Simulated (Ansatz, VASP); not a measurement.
# One calculation of PbS, two programs

```xyz
2
Lattice="0.0000 3.0040 3.0040 3.0040 0.0000 3.0040 3.0040 3.0040 0.0000" Properties=species:S:1:pos:R:3 pbc="T T T"
Pb    0.0000    0.0000    0.0000
S     3.0040    3.0040    3.0040
```

Change from the starting cell: volume scaled by 1.04, crystal datasets.

Alike in both runs: task electric field gradients; functional LDA; k mesh 7 × 7 × 7; occupations fermi-dirac, width 0.01 eV; no spin polarisation.

|  | VASP | Ansatz |
| --- | --- | --- |
| version | VASP 6.6.1 | Ansatz 0.2.0 |
| potentials or method | VASP PAW LDA potentials, release 64 (Pb_d, S), cutoff 520 eV | all-electron PAW with datasets made for the crystal, scalar-relativistic |

```tsv
	VASP	Ansatz	Ansatz less VASP
pressure (GPa)	-4.5	-4.5	-0.03
```

LDA's correlation is that of Perdew and Zunger in VASP and of Perdew and Wang (1992) in Ansatz. Ansatz ran all-electron here, and VASP with PAW potentials.

Spin-orbit coupling is off throughout.
